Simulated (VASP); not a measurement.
The system is Ga3Sb.

```
Ga Sb
1.0
     5.55137    0.00000    0.00000
    -2.77569    4.80763    0.00000
     0.00000    0.00000    3.35978
Ga Sb
3 1
Direct
  0.50000 0.00000 0.00000
  0.00000 0.50000 0.00000
  0.50000 0.50000 0.00000
  0.00000 0.00000 0.50000
```

| Quantity | Value |
| --- | --- |
| Program | VASP 6.6.1 |
| Task | relaxation of cell and atoms |
| Functional | PBE |
| Potentials or basis | VASP PAW PBE potentials, release 64 (Ga_d, Sb) |
| Cutoff | 600 eV |
| k mesh | 6 × 6 × 6 |
| Occupations | gaussian, width 0.1 eV |
| Spin | no spin polarisation |

At the start: pressure 0.7 GPa; volume 22.42 Å³/atom.

Problem. How do energy, volume and symmetry change on relaxing?

Solution. Over 5 steps the energy falls by 4.5 meV/atom and the volume is 23.01 Å³/atom (+2.6 %); space group P6/mmm (No. 191, to 0.05 Å).

Step by step:
| step | energy change (eV) | largest force (eV/Å) | pressure (GPa) | volume (Å³) |
| --- | --- | --- | --- | --- |
| 1 | 0.0000 | 0.0000 | 0.68 | 89.67 |
| 2 | -0.0102 | 0.0000 | 0.08 | 90.90 |
| 3 | -0.0146 | 0.0000 | -0.59 | 92.63 |
| 4 | -0.0180 | 0.0000 | -0.18 | 92.01 |
| 5 | -0.0180 | 0.0000 | -0.19 | 92.03 |

Final structure:
```xyz
4
Lattice="5.5198 0.0000 0.0000 -2.7599 4.7803 0.0000 0.0000 0.0000 3.4879" Properties=species:S:1:pos:R:3 pbc="T T T"
Ga    2.7599    0.0000    3.4879
Ga   -1.3799    2.3901    3.4879
Ga    1.3799    2.3901    0.0000
Sb    0.0000    0.0000    1.7440
```
